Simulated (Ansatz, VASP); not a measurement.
# One calculation of TiC, two programs

```
Ti C
1.0
     0.00000    2.14669    2.14669
     2.14669    0.00000    2.14669
     2.14669    2.14669    0.00000
Ti C
1 1
Direct
  0.00000 0.00000 0.00000
  0.50000 0.50000 0.50000
```

Alike in both runs: functional PBEsol; k mesh 16 × 16 × 16; occupations gaussian, width 0.1 eV; no spin polarisation.

Ansatz relaxed the structure, and its values are those at the end. VASP's run is a single point on that final structure, the one shown.

```csv
,VASP,Ansatz
version,VASP 6.6.1,Ansatz 0.2.0
potentials or method,"VASP PAW PBE potentials, release 64 (Ti_sv, C), cutoff 520 eV","scalar-relativistic, plane waves, PAW"
valence electrons in the cell,16,16
```

```tsv
	VASP	Ansatz	Ansatz less VASP
gap on the k mesh at the Fermi level (eV)	none	none	-
pressure (GPa)	0.2	0.0	-0.26
```

VASP's potentials were made for PBE, not for PBEsol. A gap of «none» marks a metal or a gap that the smearing closes. The functional is the same, so the differences come from potentials, cutoffs and numerics.
